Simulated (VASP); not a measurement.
# SrO (P6_3/mmc) in VASP: notebook, part 2 of 2

VASP 6.6.1.

## Step 3: Single point, r2SCAN

This run uses another cell than the first one, of 16.32 Å³/atom.

Input file POSCAR:

```
SrO
1.0
    3.5052647967      0.0000000000      0.0000000000
   -1.7526323983      3.0356483609      0.0000000000
    0.0000000000      0.0000000000      6.1332760581
Sr O
2 2
Direct
    0.6666666667      0.3333333333      0.7500000000
    0.3333333333      0.6666666667      0.2500000000
    0.0000000000      0.0000000000      0.5000000000
    0.0000000000      0.0000000000      0.0000000000
```

Input file INCAR.step1:

```
SYSTEM = SrO
PREC = Accurate
ENCUT = 520
ISMEAR = -1
SIGMA = 0.05
LREAL = .False.
LASPH = .True.
NELM = 80
NBANDS = 24
GGA = PE
ALGO = Normal
EDIFF = 1E-4
LWAVE = .True.
LCHARG = .False.
```

Input file INCAR.step2:

```
SYSTEM = SrO
PREC = Accurate
ENCUT = 520
EDIFF = 1E-6
ISMEAR = -1
SIGMA = 0.05
LREAL = .False.
LASPH = .True.
NELM = 80
ALGO = Normal
ISIF = 2
LWAVE = .False.
LCHARG = .True.
METAGGA = R2SCAN
LMIXTAU = .True.
LELF = .True.
LVHAR = .True.
NBANDS = 24
ISTART = 1
```

Input file KPOINTS:

```
regular mesh
0
Gamma
  9 9 5
  0 0 0
```

Potentials or basis: VASP PAW PBE potentials, release 64 (Sr_sv, O).

Launch:

```sh
cat potpaw_PBE.64/Sr_sv/POTCAR potpaw_PBE.64/O/POTCAR > POTCAR
cp INCAR.step1 INCAR
mpirun -np 1 vasp_std > vasp.out
cp INCAR.step2 INCAR
mpirun -np 1 vasp_std > vasp.out
```

OUTCAR:

```text
SYSTEM = SrO
   PREC = Accurate
   ENCUT = 520
   EDIFF = 1E-6
   ISMEAR = -1
   LREAL = .False.
   LASPH = .True.
   NELM = 80
   ISIF = 2
   METAGGA = R2SCAN
   ISTART = 1

 ion  position               nearest neighbor table
   1  0.667  0.333  0.750-   3 2.54   4 2.54   3 2.54   4 2.54   3 2.54   4 2.54   2 3.67   2 3.67
                             2 3.67   2 3.67   2 3.67   2 3.67   2 5.08   2 5.08   2 5.08   2 5.08
   2  0.333  0.667  0.250-   3 2.54   4 2.54   3 2.54   4 2.54   3 2.54   4 2.54   1 3.67   1 3.67
                             1 3.67   1 3.67   1 3.67   1 3.67   1 5.08   1 5.08   1 5.08   1 5.08
   3  0.000  0.000  0.500-   1 2.54   2 2.54   2 2.54   1 2.54   1 2.54   2 2.54
   4  0.000  0.000  0.000-   1 2.54   2 2.54   2 2.54   1 2.54   1 2.54   2 2.54

  LATTYP: Found a hexagonal cell.
 ALAT       =     3.5052647967
 C/A-ratio  =     1.7497325919

  Lattice vectors:

 A1 = (   3.5052647967,   0.0000000000,   0.0000000000)
 A2 = (  -1.7526323983,   3.0356483609,   0.0000000000)
 A3 = (   0.0000000000,   0.0000000000,   6.1332760581)

Analysis of symmetry for initial positions (statically):
=====================================================================
 Subroutine PRICEL returns:
 Original cell was already a primitive cell.

 Routine SETGRP: Setting up the symmetry group for a
 hexagonal supercell.

 Subroutine GETGRP returns: Found 24 space group operations
 (whereof 12 operations were pure point group operations)
 out of a pool of 24 trial point group operations.

The static configuration has the point symmetry D_3d.
 The point group associated with its full space group is D_6h.

Analysis of symmetry for dynamics (positions and initial velocities):
=====================================================================
 Subroutine PRICEL returns:
 Original cell was already a primitive cell.

 Routine SETGRP: Setting up the symmetry group for a
 hexagonal supercell.

 Subroutine GETGRP returns: Found 24 space group operations
 (whereof 12 operations were pure point group operations)
 out of a pool of 24 trial point group operations.

The dynamic configuration has the point symmetry D_3d.
 The point group associated with its full space group is D_6h.

 Subroutine INISYM returns: Found 24 space group operations
 (whereof 12 operations are pure point group operations),
 and found     1 'primitive' translations

----------------------------------------------------------------------------------------

                                     Primitive cell

  volume of cell :      65.2627

  direct lattice vectors                    reciprocal lattice vectors
     3.505264797  0.000000000  0.000000000     0.285285152  0.164709459  0.000000000
    -1.752632398  3.035648361  0.000000000     0.000000000  0.329418919  0.000000000
     0.000000000  0.000000000  6.133276058     0.000000000  0.000000000  0.163045001

  length of vectors
     3.505264797  3.505264797  6.133276058     0.329418918  0.329418919  0.163045001

  position of ions in fractional coordinates (direct lattice)
     0.666666667  0.333333333  0.750000000
     0.333333333  0.666666667  0.250000000
     0.000000000  0.000000000  0.500000000
     0.000000000  0.000000000  0.000000000

  ion indices of the primitive-cell ions
   primitive index   ion index
                 1           1
                 2           2
                 3           3
                 4           4

----------------------------------------------------------------------------------------

 KPOINTS: regular mesh

Automatic generation of k-mesh.
 Grid dimensions read from file:
 generate k-points for:    9    9    5

 Generating k-lattice:

  Cartesian coordinates                     Fractional coordinates (reciprocal lattice)
     0.031698350  0.018301051  0.000000000     0.111111111  0.000000000  0.000000000
     0.000000000  0.036602102  0.000000000     0.000000000  0.111111111  0.000000000
     0.000000000  0.000000000  0.032609000     0.000000000  0.000000000  0.200000000

  Length of vectors
     0.036602102  0.036602102  0.032609000

  Shift w.r.t. Gamma in fractional coordinates (k-lattice)
     0.000000000  0.000000000  0.000000000

 Subroutine IBZKPT returns following result:
 ===========================================

 Found     36 irreducible k-points:

 Following reciprocal coordinates:
            Coordinates               Weight
  0.000000  0.000000  0.000000      1.000000
  0.111111  0.000000  0.000000      6.000000
  0.222222  0.000000  0.000000      6.000000
  0.333333  0.000000  0.000000      6.000000
  0.444444  0.000000  0.000000      6.000000
  0.111111  0.111111  0.000000      6.000000
[... 16 lines left out ...]
  0.333333  0.222222  0.200000     24.000000
  0.333333  0.333333  0.200000      4.000000
 [... further k-points ...]
   k-points           NKPTS =     36   k-points in BZ     NKDIM =     36   number of bands    NBANDS=     24
   number of dos      NEDOS =    301   number of ions     NIONS =      4
   total plane-waves  NPLWV =  37632
   dimension x,y,z NGX =    28 NGY =   28 NGZ =   48
   dimension x,y,z NGXF=    56 NGYF=   56 NGZF=   96
   ions per type =               2   2
   NGX,Y,Z   is equivalent  to a cutoff of  13.28, 13.28, 13.01 a.u.
   NGXF,Y,Z  is equivalent  to a cutoff of  26.56, 26.56, 26.02 a.u.
 SYSTEM =  SrO
   PREC   = accura    normal or accurate (medium, high low for compatibility)
   ISTART =      1    job   : 0-new  1-cont  2-samecut
   ICHARG =      0    charge: 1-file 2-atom 10-const
   ISPIN  =      1    spin polarized calculation?
   LNONCOLLINEAR =      F non collinear calculations
   LSORBIT =      F    spin-orbit coupling
   LASPH  =      T    aspherical Exc in radial PAW
   ENCUT  =  520.0 eV  38.22 Ry    6.18 a.u.   6.52  6.52 11.40*2*pi/ulx,y,z
   NELM   =     80;   NELMIN=  2; NELMDL=  0     # of ELM steps
   EDIFF  = 0.1E-05   stopping-criterion for ELM
   LREAL  =      F    real-space projection
   EDIFFG = 0.1E-04   stopping-criterion for IOM
   NSW    =      0    number of steps for IOM
   IBRION =     -1    ionic relax: 0-MD 1-quasi-New 2-CG
   NFREE  =      0    steps in history (QN), initial steepest desc. (CG)
   ISIF   =      2    stress and relaxation
   ISYM   =      2    0-nonsym 1-usesym 2-fastsym
   POTIM  = 0.5000    time-step for ionic-motion
   TEBEG  =    0.0;   TEEND  =   0.0 temperature during run
   PSTRESS=    0.0 pullay stress
   NELECT =      32.0000    total number of electrons
   NUPDOWN=      -1.0000    fix difference up-down
   EMIN   =  10.00;   EMAX   =-10.00  energy-range for DOS
   EFERMI =   0.00;   METHOD = LEGACY
   ISMEAR =    -1;   SIGMA  =   0.05  broadening in eV -4-tet -1-fermi 0-gaus
   EFERMI_NEDOS =   21; number of points for ismear=-14 and -15
   IALGO  =     38    algorithm
   IMIX   =      4    mixing-type and parameters
     AMIX     =   0.40;   BMIX     =  1.00
     AMIX_MAG =   1.60;   BMIX_MAG =  1.00
  volume/ion in A,a.u.               =      16.32       110.10
  Fermi-wavevector in a.u.,A,eV,Ry     =   1.290932  2.439507 22.674168  1.666504
  Thomas-Fermi vector in A             =   2.422733
   LORBIT       =      0    0 simple, 1 ext, 2 COOP (PROOUT), +10 PAW based schemes
   METAGGA = R2SCAN    functional components
   LHFCALC =     F    Hartree Fock is set to
   AEXX    =    0.0000 exact exchange contribution
   IVDW    =     0    specifies the selected vdW correction
   LEPSILON=     F    determine dielectric tensor
   LRPA    =     F    only Hartree local field effects (RPA)
 non-spin polarized calculation
  energy-cutoff  :      520.00
  volume of cell :       65.26
 maximum number of plane-waves:      1793
 NGX is ok and might be reduce to    28
   NGX = 13   NGY = 13   NGZ = 23

 number of electron      32.0000013 magnetization

 Free energy of the ion-electron system (eV)
  ---------------------------------------------------
  ext. energy  EPLUGINS =         0.00000000
  ---------------------------------------------------
  free energy    TOTEN  =       -53.70901352 eV

  energy without entropy =      -53.70901352  energy(sigma->0) =      -53.70901352

 E-fermi :   3.1304     XC(G=0): -10.7894

 val. band max:        2.1355737681   @ k =   0.0000   0.0000   0.0000
 cond. band min:       5.6681971005   @ k =   0.4444   0.0000   0.0000
 fundamental gap:      3.5326233325
 Fermi energy:         3.1304139650

 k-point     1 :       0.0000    0.0000    0.0000
  band No.  band energies     occupation
      1     -31.8547      2.00000
      2     -31.7230      2.00000
      3     -15.9169      2.00000
      4     -14.4538      2.00000
      5     -12.8663      2.00000
      6     -12.8663      2.00000
[... 637 lines left out ...]
     23      12.5450      0.00000
     24      12.5450      0.00000

 [... further k-points ...]
[... 5 lines left out ...]
  --------------------------------------------------------------------------------------
  -------------------------------------------------------------------------------------
  Total        1.6107741      1.6107741      1.8849401      0.0000000     -0.0000000      0.0000000
  in kB       39.5439825     39.5439825     46.2746711      0.0000000     -0.0000000      0.0000000
  external PRESSURE =      41.7875454 kB  Pullay stress =       0.0000000 kB

 VOLUME and BASIS-vectors are now :
 -----------------------------------------------------------------------------
  energy-cutoff  :      520.00
  volume of cell :       65.26
      direct lattice vectors                 reciprocal lattice vectors
     3.505264797  0.000000000  0.000000000     0.285285152  0.164709459  0.000000000
    -1.752632398  3.035648361  0.000000000     0.000000000  0.329418919  0.000000000
     0.000000000  0.000000000  6.133276058     0.000000000  0.000000000  0.163045001

 POSITION                                       TOTAL-FORCE (eV/Angst)
 -----------------------------------------------------------------------------------
      1.75263      1.01188      4.59996        -0.000000     -0.000000      0.000000
     -0.00000      2.02377      1.53332         0.000000      0.000000      0.000000
      0.00000      0.00000      3.06664         0.000000      0.000000      0.000000
      0.00000      0.00000      0.00000         0.000000      0.000000      0.000000
 -----------------------------------------------------------------------------------
    total drift:                                0.000000     -0.000000      0.000000

  FREE ENERGIE OF THE ION-ELECTRON SYSTEM (eV)
  ---------------------------------------------------
  free  energy   TOTEN  =       -53.7090135186 eV

  energy  without entropy=      -53.7090135186  energy(sigma->0) =      -53.70901352
```

It took 5.5 min on 1 thread of Intel Xeon 8259CL, shared host; peak memory 0.23 GiB.

Results:

| Property | Result |
| --- | --- |
| Free energy | -53.7090 eV |
| Pressure | 4.2 GPa |
| Band gap on the k mesh | 3.53 eV (least direct gap 3.79 eV) |

Caveat: the cell stands under pressure; the PAW data sets were made with another functional, which shifts forces and pressure a little.

## Step 4: Single point, r2SCAN

This run uses another cell than the first one, of 16.66 Å³/atom.

Input file POSCAR:

```
SrO
1.0
    3.5294398006      0.0000000000      0.0000000000
   -1.7647199003      3.0565845284      0.0000000000
    0.0000000000      0.0000000000      6.1755758504
Sr O
2 2
Direct
    0.6666666667      0.3333333333      0.7500000000
    0.3333333333      0.6666666667      0.2500000000
    0.0000000000      0.0000000000      0.5000000000
    0.0000000000      0.0000000000      0.0000000000
```

Input file INCAR.step1:

```
PREC = Accurate ; ENCUT = 520
ISMEAR = -1 ; SIGMA = 0.05
LREAL = F ; LASPH = T
NELM = 100 ; NBANDS = 24
GGA = PE ; ALGO = Normal
EDIFF = 1E-4 ; LWAVE = T
LCHARG = F
```

Input file INCAR.step2:

```
PREC = Accurate ; ENCUT = 520
EDIFF = 1E-6 ; ISMEAR = -1
SIGMA = 0.05 ; LREAL = F
LASPH = T ; NELM = 100
ALGO = Normal ; ISIF = 2
LWAVE = F ; LCHARG = F
METAGGA = R2SCAN ; LMIXTAU = T
NBANDS = 24 ; ISTART = 1
```

Input file KPOINTS:

```
Automatic mesh
0
Gamma
  9 9 5
```

Launch:

```sh
cat potpaw_PBE.64/Sr_sv/POTCAR potpaw_PBE.64/O/POTCAR > POTCAR
cp INCAR.step1 INCAR
mpirun -np 1 vasp_std > vasp.out
cp INCAR.step2 INCAR
mpirun -np 1 vasp_std > vasp.out
```

Wall time 5.6 min (1 thread of Intel Xeon 8259CL, shared host); peak memory 0.23 GiB.

The run converged. Its results:

* Free energy: -53.7364 eV
* Pressure: 2.0 GPa
* Band gap on the k mesh: 3.53 eV (least direct gap 3.78 eV)

Stress tensor (GPa, compression positive):
```
1.93 0.00 0.00
0.00 1.93 0.00
0.00 0.00 2.24
```

Levels at points of the mesh, in eV from the valence-band top:
```tsv
k point	band 13	band 14	band 15	band 16	band 17	band 18	band 19	band 20
(0.00, 0.00, 0.00)	-1.07	-0.82	-0.82	0.00	3.79	5.50	5.70	6.78
```

Caveat: the PAW data sets were made with another functional, which shifts forces and pressure a little.

## Step 5: Single point, r2SCAN

This run uses another cell than the first one, of 17.00 Å³/atom.

Input file POSCAR:

```
SrO
1.0
    3.5532880902      0.0000000000      0.0000000000
   -1.7766440451      3.0772377531      0.0000000000
    0.0000000000      0.0000000000      6.2173039800
Sr O
2 2
Direct
    0.6666666667      0.3333333333      0.7500000000
    0.3333333333      0.6666666667      0.2500000000
    0.0000000000      0.0000000000      0.5000000000
    0.0000000000      0.0000000000      0.0000000000
```

Input file INCAR.step1:

```
ALGO = Normal
EDIFF = 1E-4
ENCUT = 520
GGA = PE
ISMEAR = -1
LASPH = T
LCHARG = F
LREAL = F
LWAVE = T
NBANDS = 24
NELM = 80
PREC = Accurate
SIGMA = 0.05
```

Input file INCAR.step2:

```
ALGO = Normal
EDIFF = 1E-6
ENCUT = 520
ISIF = 2
ISMEAR = -1
ISTART = 1
LASPH = T
LCHARG = F
LMIXTAU = T
LREAL = F
LWAVE = F
METAGGA = R2SCAN
NBANDS = 24
NELM = 80
PREC = Accurate
SIGMA = 0.05
```

Input file KPOINTS:

```
k-points
0
Gamma
  9 9 5
```

Launch:

```sh
cat potpaw_PBE.64/Sr_sv/POTCAR potpaw_PBE.64/O/POTCAR > POTCAR
cp INCAR.step1 INCAR
mpirun -np 1 vasp_std > vasp.out
cp INCAR.step2 INCAR
mpirun -np 1 vasp_std > vasp.out
```

Wall time 4.8 min (1 thread of Intel Xeon 8259CL, shared host); peak memory 0.23 GiB.

It converged, with:

- Free energy: -53.7465 eV
- Pressure: 0.1 GPa
- Band gap on the k mesh: 3.52 eV (least direct gap 3.67 eV)

Levels at points of the mesh, in eV from the valence-band top:
| k point | band 14 | band 15 | band 16 | band 17 | band 18 | band 19 |
| --- | --- | --- | --- | --- | --- | --- |
| (0.00, 0.00, 0.00) | -0.79 | -0.79 | 0.00 | 3.67 | 5.44 | 5.68 |

Caveat: the PAW data sets were made with another functional, which shifts forces and pressure a little. A k mesh can miss the band edges.

## Step 6: Single point, r2SCAN

This run uses another cell than the first one, of 17.00 Å³/atom.

POSCAR is that of step 5.

Input file INCAR.step1:

```
SYSTEM = SrO
PREC     = Accurate       ! precision mode
ENCUT    = 520            ! plane-wave cutoff, eV
ISMEAR   = -1             ! smearing method
SIGMA    = 0.05           ! smearing width, eV
LREAL    = .False.        ! projectors in reciprocal space
LASPH    = .True.         ! aspherical terms in the spheres
NELM     = 60             ! most SCF steps
NBANDS   = 24             ! bands
GGA      = PE             ! functional
ALGO     = Normal         ! electronic algorithm
EDIFF    = 1E-4           ! SCF threshold, eV
LWAVE    = .True.         ! write WAVECAR
LCHARG   = .False.        ! write CHGCAR
```

Input file INCAR.step2:

```
SYSTEM = SrO
PREC     = Accurate       ! precision mode
ENCUT    = 520            ! plane-wave cutoff, eV
EDIFF    = 1E-7           ! SCF threshold, eV
ISMEAR   = -1             ! smearing method
SIGMA    = 0.05           ! smearing width, eV
LREAL    = .False.        ! projectors in reciprocal space
LASPH    = .True.         ! aspherical terms in the spheres
NELM     = 60             ! most SCF steps
ALGO     = Normal         ! electronic algorithm
ISIF     = 2              ! what is computed and relaxed
LWAVE    = .False.        ! write WAVECAR
LCHARG   = .False.        ! write CHGCAR
METAGGA  = R2SCAN         ! meta-GGA
LMIXTAU  = .True.       
NBANDS   = 24             ! bands
ISTART   = 1
```

Input file KPOINTS:

```
Automatic mesh
0
Gamma
  9 9 5
  0 0 0
```

Potentials or basis: VASP PAW PBE potentials, release 64 (Sr_sv, O).

Launch:

```sh
cat potpaw_PBE.64/Sr_sv/POTCAR potpaw_PBE.64/O/POTCAR > POTCAR
cp INCAR.step1 INCAR
mpirun -np 1 vasp_std > vasp.out
cp INCAR.step2 INCAR
mpirun -np 1 vasp_std > vasp.out
```

It took 4.8 min on 1 thread of Intel Xeon 8259CL, shared host; peak memory 0.23 GiB.

The run converged. Its results:

| Quantity | Value |
| --- | --- |
| Free energy | -53.7465 eV |
| Pressure | 0.1 GPa |
| Band gap on the k mesh | 3.52 eV (least direct gap 3.67 eV) |

Levels at points of the mesh, in eV from the valence-band top:
| k point | band 12 | band 13 | band 14 | band 15 | band 16 | band 17 | band 18 | band 19 | band 20 | band 21 |
| --- | --- | --- | --- | --- | --- | --- | --- | --- | --- | --- |
| (0.00, 0.00, 0.00) | -1.03 | -1.03 | -0.79 | -0.79 | 0.00 | 3.67 | 5.44 | 5.68 | 6.73 | 6.73 |

Caveat: the PAW data sets were made with another functional, which shifts forces and pressure a little. A k mesh can miss the band edges.

## Step 7: The runs side by side

```csv
cell,gap on the mesh (eV),pressure (GPa)
"a = 3.481, b = 3.481, c = 6.090 Å, angles 90.0, 90.0, 120.0°, 4 atoms",3.54,6.6
"a = 3.505, b = 3.505, c = 6.133 Å, angles 90.0, 90.0, 120.0°, 4 atoms",3.53,4.2
"a = 3.529, b = 3.529, c = 6.176 Å, angles 90.0, 90.0, 120.0°, 4 atoms",3.53,2.0
"a = 3.553, b = 3.553, c = 6.217 Å, angles 90.0, 90.0, 120.0°, 4 atoms",3.52,0.1
```

Alike in all rows: task single point; level r2SCAN; potentials or basis VASP PAW PBE potentials, release 64 (Sr_sv, O); no spin polarisation; k mesh 9 × 9 × 5; cutoff (eV) 520; smearing fermi-dirac 0.05 eV.

Caveats: the PAW data sets were made with another functional, which shifts forces and pressure a little; the cell stands under pressure (at least some runs).

Total energies depend on the potentials used, so only differences within one code and one set of settings carry meaning.
